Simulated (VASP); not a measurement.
# Co (Im-3m) in VASP: further runs

Co is run at these levels: BLYP; tasks: single point, relaxation of cell and atoms.

Program: VASP 6.6.1. These are calculated values, not measurements. Logs are shortened: lines on timing, memory, paths and dates and some standing lists are left out, and cuts for length are marked.

**1. The cell of the first run**

The structure is cubic, space group Im-3m (No. 229). Conventional cell: a = 2.844 Å, b = 2.844 Å, c = 2.844 Å, α = 90.00°, β = 90.00°, γ = 90.00°. Co (site symmetry m-3m) has 14 Co at 2.46 to 2.84 Å within 3.3 Å.

**2. Single point, BLYP (volume scaled by 1.04)**

Contents of INCAR:

```
SYSTEM = Co
PREC     = Accurate       ! precision mode
ENCUT    = 520            ! plane-wave cutoff, eV
EDIFF    = 1E-7           ! SCF threshold, eV
ISMEAR   = -1             ! smearing method
SIGMA    = 0.1            ! smearing width, eV
LREAL    = .FALSE.        ! projectors in reciprocal space
LASPH    = .TRUE.         ! aspherical terms in the spheres
NELM     = 100            ! most SCF steps
ALGO     = Normal         ! electronic algorithm
ISIF     = 2              ! what is computed and relaxed
LWAVE    = .FALSE.        ! write WAVECAR
LCHARG   = .TRUE.         ! write CHGCAR
GGA      = B5             ! functional
ALDAX    = 1.0          
AGGAX    = 1.0          
AGGAC    = 1.0          
ALDAC    = 0.0          
LELF     = .TRUE.         ! ELF
LVHAR    = .TRUE.       
NBANDS   = 10             ! bands
```

Contents of KPOINTS:

```
regular mesh
0
G
  18 18 18
  0 0 0
```

Contents of POSCAR:

```
Co
1.0
   -1.4222015032      1.4222015032      1.4222015032
    1.4222015032     -1.4222015032      1.4222015032
    1.4222015032      1.4222015032     -1.4222015032
Co
1
Direct
    0.0000000000      0.0000000000      0.0000000000
```

Potentials or basis: VASP PAW PBE potentials, release 64 (Co).

The run is started by

```bash
cat potpaw_PBE.64/Co/POTCAR > POTCAR
mpirun -np 1 vasp_std > vasp.out
```

OUTCAR:

```text
SYSTEM = Co
   PREC = Accurate
   ENCUT = 520
   EDIFF = 1E-7
   ISMEAR = -1
   LREAL = .FALSE.
   LASPH = .TRUE.
   NELM = 100
   ISIF = 2
   GGA = B5

 ion  position               nearest neighbor table
   1  0.000  0.000  0.000-

  LATTYP: Found a body centered cubic cell.
 ALAT       =     2.8444030064

  Lattice vectors:

 A1 = (  -1.4222015032,   1.4222015032,   1.4222015032)
 A2 = (   1.4222015032,  -1.4222015032,   1.4222015032)
 A3 = (   1.4222015032,   1.4222015032,  -1.4222015032)

Analysis of symmetry for initial positions (statically):
=====================================================================
 Subroutine PRICEL returns:
 Original cell was already a primitive cell.

 Routine SETGRP: Setting up the symmetry group for a
 body centered cubic supercell.

 Subroutine GETGRP returns: Found 48 space group operations
 (whereof 48 operations were pure point group operations)
 out of a pool of 48 trial point group operations.

The static configuration has the point symmetry O_h .

Analysis of symmetry for dynamics (positions and initial velocities):
=====================================================================
 Subroutine PRICEL returns:
 Original cell was already a primitive cell.

 Routine SETGRP: Setting up the symmetry group for a
 body centered cubic supercell.

 Subroutine GETGRP returns: Found 48 space group operations
 (whereof 48 operations were pure point group operations)
 out of a pool of 48 trial point group operations.

The dynamic configuration has the point symmetry O_h .

 Subroutine INISYM returns: Found 48 space group operations
 (whereof 48 operations are pure point group operations),
 and found     1 'primitive' translations

----------------------------------------------------------------------------------------

                                     Primitive cell

  volume of cell :      11.5065

  direct lattice vectors                    reciprocal lattice vectors
    -1.422201503  1.422201503  1.422201503     0.000000000  0.351567622  0.351567622
     1.422201503 -1.422201503  1.422201503     0.351567622  0.000000000  0.351567622
     1.422201503  1.422201503 -1.422201503     0.351567622  0.351567622  0.000000000

  length of vectors
     2.463325262  2.463325262  2.463325262     0.497191699  0.497191699  0.497191699

  position of ions in fractional coordinates (direct lattice)
     0.000000000  0.000000000  0.000000000

  ion indices of the primitive-cell ions
   primitive index   ion index
                 1           1

----------------------------------------------------------------------------------------

 KPOINTS: regular mesh

Automatic generation of k-mesh.
 Grid dimensions read from file:
 generate k-points for:   18   18   18

 Generating k-lattice:

  Cartesian coordinates                     Fractional coordinates (reciprocal lattice)
     0.000000000  0.019531535  0.019531535     0.055555556  0.000000000  0.000000000
     0.019531535  0.000000000  0.019531535     0.000000000  0.055555556  0.000000000
     0.019531535  0.019531535  0.000000000     0.000000000  0.000000000  0.055555556

  Length of vectors
     0.027621761  0.027621761  0.027621761

  Shift w.r.t. Gamma in fractional coordinates (k-lattice)
     0.000000000  0.000000000  0.000000000

 Subroutine IBZKPT returns following result:
 ===========================================

 Found    195 irreducible k-points:

 Following reciprocal coordinates:
            Coordinates               Weight
  0.000000  0.000000  0.000000      1.000000
  0.055556  0.000000  0.000000     12.000000
  0.111111  0.000000  0.000000     12.000000
  0.166667  0.000000  0.000000     12.000000
  0.222222  0.000000  0.000000     12.000000
  0.277778  0.000000  0.000000     12.000000
[... 16 lines left out ...]
  0.333333  0.111111  0.000000     48.000000
  0.388889  0.111111  0.000000     48.000000
 [... further k-points ...]
   k-points           NKPTS =    195   k-points in BZ     NKDIM =    195   number of bands    NBANDS=     10
   number of dos      NEDOS =    301   number of ions     NIONS =      1
   total plane-waves  NPLWV =   5832
   dimension x,y,z NGX =    18 NGY =   18 NGZ =   18
   dimension x,y,z NGXF=    36 NGYF=   36 NGZF=   36
   ions per type =               1
   NGX,Y,Z   is equivalent  to a cutoff of  12.15, 12.15, 12.15 a.u.
   NGXF,Y,Z  is equivalent  to a cutoff of  24.30, 24.30, 24.30 a.u.
 SYSTEM =  Co
   PREC   = accura    normal or accurate (medium, high low for compatibility)
   ISTART =      0    job   : 0-new  1-cont  2-samecut
   ICHARG =      2    charge: 1-file 2-atom 10-const
   ISPIN  =      1    spin polarized calculation?
   LNONCOLLINEAR =      F non collinear calculations
   LSORBIT =      F    spin-orbit coupling
   LASPH  =      T    aspherical Exc in radial PAW
   ENCUT  =  520.0 eV  38.22 Ry    6.18 a.u.   4.58  4.58  4.58*2*pi/ulx,y,z
   NELM   =    100;   NELMIN=  2; NELMDL= -5     # of ELM steps
   EDIFF  = 0.1E-06   stopping-criterion for ELM
   LREAL  =      F    real-space projection
   EDIFFG = 0.1E-05   stopping-criterion for IOM
   NSW    =      0    number of steps for IOM
   IBRION =     -1    ionic relax: 0-MD 1-quasi-New 2-CG
   NFREE  =      0    steps in history (QN), initial steepest desc. (CG)
   ISIF   =      2    stress and relaxation
   ISYM   =      2    0-nonsym 1-usesym 2-fastsym
   POTIM  = 0.5000    time-step for ionic-motion
   TEBEG  =    0.0;   TEEND  =   0.0 temperature during run
   PSTRESS=    0.0 pullay stress
   NELECT =       9.0000    total number of electrons
   NUPDOWN=      -1.0000    fix difference up-down
   EMIN   =  10.00;   EMAX   =-10.00  energy-range for DOS
   EFERMI =   0.00;   METHOD = LEGACY
   ISMEAR =    -1;   SIGMA  =   0.10  broadening in eV -4-tet -1-fermi 0-gaus
   EFERMI_NEDOS =   21; number of points for ismear=-14 and -15
   IALGO  =     38    algorithm
   IMIX   =      4    mixing-type and parameters
     AMIX     =   0.40;   BMIX     =  1.00
     AMIX_MAG =   1.60;   BMIX_MAG =  1.00
  volume/ion in A,a.u.               =      11.51        77.65
  Fermi-wavevector in a.u.,A,eV,Ry     =   1.508370  2.850406 30.955702  2.275180
  Thomas-Fermi vector in A             =   2.618833
   LORBIT       =      0    0 simple, 1 ext, 2 COOP (PROOUT), +10 PAW based schemes
   GGA     = B5    functional components
   LHFCALC =     F    Hartree Fock is set to
   AEXX    =    0.0000 exact exchange contribution
   IVDW    =     0    specifies the selected vdW correction
   LEPSILON=     F    determine dielectric tensor
   LRPA    =     F    only Hartree local field effects (RPA)
 non-spin polarized calculation
  energy-cutoff  :      520.00
  volume of cell :       11.51
 maximum number of plane-waves:       325
   NGX =  9   NGY =  9   NGZ =  9

 number of electron       8.9999991 magnetization

 Free energy of the ion-electron system (eV)
  ---------------------------------------------------
  ext. energy  EPLUGINS =         0.00000000
  ---------------------------------------------------
  free energy    TOTEN  =        -5.68472527 eV

  energy without entropy =       -5.56286710  energy(sigma->0) =       -5.62379619

 E-fermi :   9.7087     XC(G=0): -12.4817

 val. band max:        9.7057483371   @ k =  -0.3333   0.3333   0.3333
 cond. band min:       9.7114113322   @ k =  -0.3333  -0.3889   0.0556
 fundamental gap:      0.0056629951
 Fermi energy:         9.7086838323

 k-point     1 :       0.0000    0.0000    0.0000
  band No.  band energies     occupation
      1       1.5078      2.00000
      2       8.0858      2.00000
      3       8.0858      2.00000
      4       8.0858      2.00000
      5       9.4555      1.85267
      6       9.4555      1.85267
      7      35.2584      0.00000
      8      35.2584      0.00000
      9      35.2584      0.00000
     10      40.3037      0.00000

 k-point     2 :       0.0556    0.0000    0.0000
  band No.  band energies     occupation
      1       1.6327      2.00000
      2       8.0543      2.00000
      3       8.0835      2.00000
      4       8.1476      2.00000
      5       9.4232      1.89112
      6       9.4579      1.84933
      7      34.3431      0.00000
      8      35.0619      0.00000
      9      35.1345      0.00000
     10      39.2792      0.00000

 k-point     3 :       0.1111    0.0000    0.0000
  band No.  band energies     occupation
      1       2.0013      2.00000
      2       7.9645      2.00000
      3       8.0690      2.00000
      4       8.3286      2.00000
      5       9.3447      1.94883
      6       9.4658      1.83806
      7      32.1869      0.00000
      8      34.3273      0.00000
      9      34.8301      0.00000
     10      37.6367      0.00000

 k-point     4 :       0.1667    0.0000    0.0000
  band No.  band energies     occupation
      1       2.5933      2.00000
      2       7.8290      2.00000
      3       8.0278      2.00000
      4       8.6149      1.99996
      5       9.2671      1.97611
      6       9.4802      1.81514
      7      29.5500      0.00000
      8      33.1381      0.00000
      9      34.4644      0.00000
     10      35.7659      0.00000
[... 222 lines left out ...]
 k-point    22 :       0.2778    0.1111    0.0000
  band No.  band energies     occupation
      1       5.2575      2.00000
      2       7.3567      2.00000
      3       7.8975      2.00000
      4       9.2535      1.97912
      5       9.6426      1.31894
      6      10.2803      0.00657
      7      21.7955      0.00000
      8      26.9496      0.00000
      9      30.3071      0.00000
     10      35.0543      0.00000

 k-point    23 :       0.3333    0.1111    0.0000
  band No.  band energies     occupation
      1       5.6769      2.00000
      2       7.2409      2.00000
      3       8.2993      2.00000
      4       9.3388      1.95171
      5       9.7216      0.93534
      6      10.9173      0.00001
      7      19.4904      0.00000
      8      26.3013      0.00000
      9      29.5128      0.00000
     10      34.9043      0.00000

 k-point    24 :       0.3889    0.1111    0.0000
  band No.  band energies     occupation
      1       5.8176      2.00000
      2       7.1686      2.00000
      3       8.7061      1.99991
      4       9.3839      1.92521
      5       9.8517      0.38622
      6      11.6523      0.00000
      7      17.6449      0.00000
      8      25.8911      0.00000
      9      29.0163      0.00000
     10      34.8128      0.00000

 [... further k-points ...]
[... 5 lines left out ...]
  --------------------------------------------------------------------------------------
  -------------------------------------------------------------------------------------
  Total       -0.5296697     -0.5296697     -0.5296697      0.0000000      0.0000000      0.0000000
  in kB      -73.7517426    -73.7517426    -73.7517426      0.0000000      0.0000000      0.0000000
  external PRESSURE =     -73.7517426 kB  Pullay stress =       0.0000000 kB

 VOLUME and BASIS-vectors are now :
 -----------------------------------------------------------------------------
  energy-cutoff  :      520.00
  volume of cell :       11.51
      direct lattice vectors                 reciprocal lattice vectors
    -1.422201503  1.422201503  1.422201503     0.000000000  0.351567622  0.351567622
     1.422201503 -1.422201503  1.422201503     0.351567622  0.000000000  0.351567622
     1.422201503  1.422201503 -1.422201503     0.351567622  0.351567622  0.000000000

 POSITION                                       TOTAL-FORCE (eV/Angst)
 -----------------------------------------------------------------------------------
      0.00000      0.00000      0.00000        -0.000000      0.000000     -0.000000
 -----------------------------------------------------------------------------------
    total drift:                                0.000000      0.000000      0.000000

  FREE ENERGIE OF THE ION-ELECTRON SYSTEM (eV)
  ---------------------------------------------------
  free  energy   TOTEN  =        -5.6847252733 eV

  energy  without entropy=       -5.5628670972  energy(sigma->0) =       -5.62379619
```

Run time: 13 s. Hardware: 1 thread of Intel Xeon 6975P-C, shared host; peak memory 0.13 GiB.

Results:

| Property | Result |
| --- | --- |
| Free energy | -5.6847 eV |
| Pressure | -7.4 GPa |

Levels at points of the mesh, in eV from the Fermi level:
```tsv
k point	band 2	band 3	band 4	band 5	band 6	band 7	band 8	band 9
(0.00, 0.00, 0.00)	-1.62	-1.62	-1.62	-0.25	-0.25	25.55	25.55	25.55
(0.50, 0.00, 0.00)	-2.60	-0.30	-0.09	0.70	0.80	7.06	18.66	19.68
(0.50, 0.50, 0.50)	-3.73	0.56	0.56	0.56	9.82	9.82	9.82	15.93
```

Caveat: the PAW data sets were made with another functional, which shifts forces and pressure a little; the run has no spin polarisation, though such a crystal can be magnetic. Spin polarisation is off, so any magnetic state and its effect on volume and gap are missing.

**3. Single point, BLYP (volume scaled by 1.08)**

Contents of INCAR:

```
AGGAC = 1.0
AGGAX = 1.0
ALDAC = 0.0
ALDAX = 1.0
ALGO = Normal
EDIFF = 1E-6
ENCUT = 520
GGA = B5
ISIF = 2
ISMEAR = -1
LASPH = T
LCHARG = F
LREAL = F
LWAVE = F
NBANDS = 10
NELM = 60
PREC = Accurate
SIGMA = 0.1
```

Contents of KPOINTS:

```
k-points
0
Gamma
  18 18 18
```

Contents of POSCAR:

```
Co
1.0
   -1.4402059652      1.4402059652      1.4402059652
    1.4402059652     -1.4402059652      1.4402059652
    1.4402059652      1.4402059652     -1.4402059652
Co
1
Direct
    0.0000000000      0.0000000000      0.0000000000
```

Potentials or basis: VASP PAW PBE potentials, release 64 (Co).

The run is started by

```bash
cat potpaw_PBE.64/Co/POTCAR > POTCAR
mpirun -np 1 vasp_std > vasp.out
```

Run time: 17 s. Hardware: 1 thread of Intel Xeon 6975P-C, shared host; peak memory 0.14 GiB.

The run converged. Its results:

```
Free energy : -5.6562 eV
Pressure    : -13.1 GPa
```

Levels at points of the mesh, in eV from the Fermi level:
| k point | band 1 | band 2 | band 3 | band 4 | band 5 | band 6 | band 7 | band 8 | band 9 | band 10 |
| --- | --- | --- | --- | --- | --- | --- | --- | --- | --- | --- |
| (0.00, 0.00, 0.00) | -7.97 | -1.54 | -1.54 | -1.54 | -0.24 | -0.24 | 25.18 | 25.18 | 25.18 | 29.97 |
| (0.50, 0.00, 0.00) | -3.90 | -2.46 | -0.28 | -0.08 | 0.73 | 0.75 | 6.76 | 18.33 | 19.12 | 23.06 |
| (0.50, 0.50, 0.50) | -3.53 | -3.53 | 0.52 | 0.52 | 0.52 | 9.57 | 9.57 | 9.57 | 15.56 | 15.56 |

Caveat: the PAW data sets were made with another functional, which shifts forces and pressure a little; the run has no spin polarisation, though such a crystal can be magnetic. Spin polarisation is off, so any magnetic state and its effect on volume and gap are missing.

(Part 1 of 2 ends here.)
